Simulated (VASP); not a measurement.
Input of a VASP 6.6.1 run:

Contents of INCAR:

```
SYSTEM = CoO
PREC     = Accurate       ! precision mode
ENCUT    = 520            ! plane-wave cutoff, eV
EDIFF    = 1E-7           ! SCF threshold, eV
ISMEAR   = -1             ! smearing method
SIGMA    = 0.05           ! smearing width, eV
LREAL    = .FALSE.        ! projectors in reciprocal space
LASPH    = .TRUE.         ! aspherical terms in the spheres
NELM     = 150            ! most SCF steps
ALGO     = Normal         ! electronic algorithm
ISIF     = 2              ! what is computed and relaxed
LWAVE    = .FALSE.        ! write WAVECAR
LCHARG   = .FALSE.        ! write CHGCAR
ISPIN    = 2              ! spin polarisation
MAGMOM   = 2 0            ! initial moments
LORBIT   = 11             ! projections on sites
LMAXMIX  = 4              ! l up to which the mixer works
NBANDS   = 18             ! bands
```

File KPOINTS:

```
regular mesh
0
G
  11 11 11
  0 0 0
```

The input POSCAR:

```
CoO
1.0
    0.0000000000      2.1171941998      2.1171941998
    2.1171941998      0.0000000000      2.1171941998
    2.1171941998      2.1171941998      0.0000000000
Co O
1 1
Direct
    0.0000000000      0.0000000000      0.0000000000
    0.5000000000      0.5000000000      0.5000000000
```

Potentials or basis: VASP PAW LDA potentials, release 64 (Co, O).

The run is started by

```sh
$ cat potpaw_LDA.64/Co/POTCAR potpaw_LDA.64/O/POTCAR > POTCAR
$ mpirun -np 1 vasp_std > vasp.out
```

(1) Estimate the pressure.

(2) What does it give for the net moment?

(3) Estimate the site moments.

Answers

(1) -18.7 GPa.

(2) 2.64 μB per cell.

(3) Co +2.32; O +0.27 μB.

Caveat: a cell with one magnetic atom can't hold antiferromagnetic order, which such compounds often take.
